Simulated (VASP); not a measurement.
# WS2 in VASP: further runs, part 2 of 2

VASP 6.6.1.

## (4) Single point, PBE+D3(BJ) (layers slid over each other)

The input, INCAR:

```
PREC = Accurate
ENCUT = 520
EDIFF = 1E-6
ISMEAR = 0
SIGMA = 0.05
LREAL = F
LASPH = T
NELM = 60
ALGO = Normal
ISIF = 2
LWAVE = F
LCHARG = F
LDIPOL = T
IDIPOL = 3
DIPOL = 0.5 0.5 0.421
GGA = PE
IVDW = 12
NBANDS = 35
```

The input, KPOINTS:

```
regular mesh
0
Gamma
  9 9 1
```

The input, POSCAR:

```
WS2
1.0
    3.1595457497      0.0000000000      0.0000000000
   -1.5797728749      2.7362468836      0.0000000000
    0.0000000000      0.0000000000     23.8042575719
S W
4 2
Direct
    0.3333333333      0.6666666667      0.1890418126
    0.3333333333      0.6666666667      0.3214605103
    0.6666666667      0.6666666667      0.5205845529
    0.6666666667      0.6666666667      0.6530032506
    0.6666666667      0.3333333333      0.2552511581
    0.3333333333      1.0000000000      0.5867938984
```

Potentials or basis: VASP PAW PBE potentials, release 64 (S, W_sv).

The run is started by

```bash
> cat potpaw_PBE.64/S/POTCAR potpaw_PBE.64/W_sv/POTCAR > POTCAR
> mpirun -np 1 vasp_std > vasp.out
```

OUTCAR:

```text
PREC = Accurate
   ENCUT = 520
   EDIFF = 1E-6
   ISMEAR = 0
   LREAL = F
   LASPH = T
   NELM = 60
   ISIF = 2
   GGA = PE
   IVDW = 12
 IVDW          = 12

 ion  position               nearest neighbor table
   1  0.333  0.667  0.189-   5 2.41   5 2.41   5 2.41
   2  0.333  0.667  0.321-   5 2.41   5 2.41   5 2.41
   3  0.667  0.667  0.521-   6 2.41   6 2.41   6 2.41
   4  0.667  0.667  0.653-   6 2.41   6 2.41   6 2.41
   5  0.667  0.333  0.255-   1 2.41   1 2.41   1 2.41   2 2.41   2 2.41   2 2.41
   6  0.333  0.000  0.587-   3 2.41   3 2.41   3 2.41   4 2.41   4 2.41   4 2.41

  LATTYP: Found a hexagonal cell.
 ALAT       =     3.1595457497
 C/A-ratio  =     7.5340759266

  Lattice vectors:

 A1 = (   3.1595457497,   0.0000000000,   0.0000000000)
 A2 = (  -1.5797728749,   2.7362468836,   0.0000000000)
 A3 = (   0.0000000000,   0.0000000000,  23.8042575719)

Analysis of symmetry for initial positions (statically):
=====================================================================
 Subroutine PRICEL returns:
 Original cell was already a primitive cell.

 Routine SETGRP: Setting up the symmetry group for a
 hexagonal supercell.

 Subroutine GETGRP returns: Found  2 space group operations
 (whereof  1 operations were pure point group operations)
 out of a pool of 24 trial point group operations.

The static configuration has the point symmetry C_1 .
 The point group associated with its full space group is S_2 .

Analysis of symmetry for dynamics (positions and initial velocities):
=====================================================================
 Subroutine PRICEL returns:
 Original cell was already a primitive cell.

 Routine SETGRP: Setting up the symmetry group for a
 hexagonal supercell.

 Subroutine GETGRP returns: Found  2 space group operations
 (whereof  1 operations were pure point group operations)
 out of a pool of 24 trial point group operations.

The dynamic configuration has the point symmetry C_1 .
 The point group associated with its full space group is S_2 .

 Subroutine INISYM returns: Found  2 space group operations
 (whereof  1 operations are pure point group operations),
 and found     1 'primitive' translations

----------------------------------------------------------------------------------------

                                     Primitive cell

  volume of cell :     205.7949

  direct lattice vectors                    reciprocal lattice vectors
     3.159545750  0.000000000  0.000000000     0.316501193  0.182732049  0.000000000
    -1.579772875  2.736246884  0.000000000     0.000000000  0.365464098  0.000000000
     0.000000000  0.000000000 23.804257572     0.000000000  0.000000000  0.042009292

  length of vectors
     3.159545750  3.159545750 23.804257572     0.365464098  0.365464098  0.042009292

  position of ions in fractional coordinates (direct lattice)
     0.333333333  0.666666667  0.189041813
     0.333333333  0.666666667  0.321460510
     0.666666667  0.666666667  0.520584553
     0.666666667  0.666666667  0.653003251
     0.666666667  0.333333333  0.255251158
     0.333333333  0.000000000  0.586793898

  ion indices of the primitive-cell ions
   primitive index   ion index
[... 58 lines left out ...]
 -0.111111  0.444444  0.000000      2.000000
 [... further k-points ...]
   k-points           NKPTS =     41   k-points in BZ     NKDIM =     41   number of bands    NBANDS=     35
   number of dos      NEDOS =    301   number of ions     NIONS =      6
   total plane-waves  NPLWV = 103680
   dimension x,y,z NGX =    24 NGY =   24 NGZ =  180
   dimension x,y,z NGXF=    48 NGYF=   48 NGZF=  360
   ions per type =               4   2
   NGX,Y,Z   is equivalent  to a cutoff of  12.63, 12.63, 12.57 a.u.
   NGXF,Y,Z  is equivalent  to a cutoff of  25.26, 25.26, 25.14 a.u.
 SYSTEM =  unknown system
   PREC   = accura    normal or accurate (medium, high low for compatibility)
   ISTART =      0    job   : 0-new  1-cont  2-samecut
   ICHARG =      2    charge: 1-file 2-atom 10-const
   ISPIN  =      1    spin polarized calculation?
   LNONCOLLINEAR =      F non collinear calculations
   LSORBIT =      F    spin-orbit coupling
   LASPH  =      T    aspherical Exc in radial PAW
   ENCUT  =  520.0 eV  38.22 Ry    6.18 a.u.   5.87  5.87 44.26*2*pi/ulx,y,z
   NELM   =     60;   NELMIN=  2; NELMDL= -5     # of ELM steps
   EDIFF  = 0.1E-05   stopping-criterion for ELM
   LREAL  =      F    real-space projection
   EDIFFG = 0.1E-04   stopping-criterion for IOM
   NSW    =      0    number of steps for IOM
   IBRION =     -1    ionic relax: 0-MD 1-quasi-New 2-CG
   NFREE  =      0    steps in history (QN), initial steepest desc. (CG)
   ISIF   =      2    stress and relaxation
   ISYM   =      2    0-nonsym 1-usesym 2-fastsym
   POTIM  = 0.5000    time-step for ionic-motion
   TEBEG  =    0.0;   TEEND  =   0.0 temperature during run
   PSTRESS=    0.0 pullay stress
   NELECT =      52.0000    total number of electrons
   NUPDOWN=      -1.0000    fix difference up-down
   EMIN   =  10.00;   EMAX   =-10.00  energy-range for DOS
   EFERMI =   0.00;   METHOD = LEGACY
   ISMEAR =     0;   SIGMA  =   0.05  broadening in eV -4-tet -1-fermi 0-gaus
   EFERMI_NEDOS =   21; number of points for ismear=-14 and -15
   IALGO  =     38    algorithm
   IMIX   =      4    mixing-type and parameters
     AMIX     =   0.40;   BMIX     =  1.00
     AMIX_MAG =   1.60;   BMIX_MAG =  1.00
  volume/ion in A,a.u.               =      34.30       231.46
  Fermi-wavevector in a.u.,A,eV,Ry     =   1.034978  1.955825 14.574279  1.071179
  Thomas-Fermi vector in A             =   2.169299
   LORBIT       =      0    0 simple, 1 ext, 2 COOP (PROOUT), +10 PAW based schemes
   GGA     = PE    functional components
   LHFCALC =     F    Hartree Fock is set to
   AEXX    =    0.0000 exact exchange contribution
   IVDW    =    12    specifies the selected vdW correction
   LEPSILON=     F    determine dielectric tensor
   LRPA    =     F    only Hartree local field effects (RPA)
 non-spin polarized calculation
 Gauss-broadening in eV      SIGMA  =   0.05
  energy-cutoff  :      520.00
  volume of cell :      205.79
 maximum number of plane-waves:      5566
   NGX = 11   NGY = 11   NGZ = 89

 dipolmoment           0.000000      0.000000      0.000058 electrons x Angstroem

 number of electron      51.9999994 magnetization

 dipolmoment           0.000000      0.000000     -0.000004 electrons x Angstroem

 Free energy of the ion-electron system (eV)
  ---------------------------------------------------
  ext. energy  EPLUGINS =         0.00000000
  ---------------------------------------------------
  free energy    TOTEN  =       -47.33819839 eV

  energy without entropy =      -47.33819839  energy(sigma->0) =      -47.33819839

 E-fermi :   1.1565     XC(G=0):  -6.2964

 val. band max:        0.8141440994   @ k =   0.3333   0.3333   0.0000
 cond. band min:       2.7353406712   @ k =   0.3333   0.3333   0.0000
 fundamental gap:      1.9211965718
 Fermi energy:         1.1565074379

 k-point     1 :       0.0000    0.0000    0.0000
  band No.  band energies     occupation
      1     -73.1955      2.00000
      2     -73.1955      2.00000
      3     -37.4469      2.00000
      4     -37.4469      2.00000
      5     -37.2730      2.00000
      6     -37.2730      2.00000
[... 901 lines left out ...]
     34       5.5187      0.00000
     35       7.1744      0.00000

 [... further k-points ...]

------------------------ aborting loop because EDIFF is reached ----------------------------------------

 vacuum level on the upper side and lower side of the slab       (xc-potential included)        -0.146        -0.147

 Edisp (eV)   -1.96540

 E8    (eV) :    -0.8605

  FORCE on cell =-STRESS in cart. coord.  units (eV):
  Direction    XX          YY          ZZ          XY          YZ          ZX
  --------------------------------------------------------------------------------------
  -------------------------------------------------------------------------------------
  Total      -0.13185    -0.13200    -0.48561     0.00040    -0.00063     0.00093
  in kB      -1.02648    -1.02767    -3.78063     0.00310    -0.00494     0.00727
  external pressure =       -1.94 kB  Pullay stress =        0.00 kB

 VOLUME and BASIS-vectors are now :
 -----------------------------------------------------------------------------
  energy-cutoff  :      520.00
  volume of cell :      205.79
      direct lattice vectors                 reciprocal lattice vectors
     3.159545750  0.000000000  0.000000000     0.316501193  0.182732049  0.000000000
    -1.579772875  2.736246884  0.000000000     0.000000000  0.365464098  0.000000000
     0.000000000  0.000000000 23.804257572     0.000000000  0.000000000  0.042009292

 POSITION                                       TOTAL-FORCE (eV/Angst)
 -----------------------------------------------------------------------------------
     -0.00000      1.82416      4.50000        -0.000020      0.000004      0.000462
     -0.00000      1.82416      7.65213         0.000078      0.000064      0.046105
      1.05318      1.82416     12.39213        -0.000078     -0.000064     -0.046105
      1.05318      1.82416     15.54426         0.000020     -0.000004     -0.000462
      1.57977      0.91208      6.07606        -0.000205      0.000032      0.021994
      1.05318      0.00000     13.96819         0.000205     -0.000032     -0.021994
 -----------------------------------------------------------------------------------
    total drift:                                0.000000     -0.000000     -0.000394

  FREE ENERGIE OF THE ION-ELECTRON SYSTEM (eV)
  ---------------------------------------------------
  free  energy   TOTEN  =       -49.3035982000 eV

  energy  without entropy=      -49.3035982000  energy(sigma->0) =      -49.30359820

 vacuum level on the upper side and lower side of the slab         6.353         6.353
```

Run time: 7.3 min. Hardware: 1 thread of AMD EPYC 7R13, shared host; peak memory 0.42 GiB.

What came out:

| Property | Result |
| --- | --- |
| Free energy | -49.3036 eV |
| Largest force | 0.046 eV/Å |
| Band gap on the k mesh | 1.92 eV |
| Dispersion energy per atom | -0.328 eV |

Forces in eV/Å, atoms in the order of the input:
```
S    0.000  0.000  0.000
S    0.000  0.000  0.046
S    0.000  0.000 -0.046
S    0.000  0.000  0.000
W    0.000  0.000  0.022
W    0.000  0.000 -0.022
```

Levels at points of the mesh, in eV from the valence-band top:
```
           k point  band 23  band 24  band 25  band 26  band 27  band 28  band 29  band 30
(0.00, 0.00, 0.00)    -1.57    -1.57    -0.21    -0.07     2.93     2.93     2.93     2.93
```

Caveat: the cell differs from its parent crystal (layers slid over each other); spin-orbit coupling is left out, which moves the levels of the heavy elements.

## (5) The runs side by side

```tsv
cell	gap on the mesh (eV)	largest force (eV/Å)
as given, atomic positions A	1.60	0.07
as given, atomic positions B	1.84	0.06
as given, atomic positions C	1.92	0.05
```

Alike in all rows: task single point; level PBE+D3(BJ); potentials or basis VASP PAW PBE potentials, release 64 (S, W_sv); no spin polarisation; k mesh 9 × 9 × 1; cutoff (eV) 520; smearing gaussian 0.05 eV.

Caveats: spin-orbit coupling is left out, which moves the levels of the heavy elements.

Absolute energies hang on the potentials; compare differences alone.
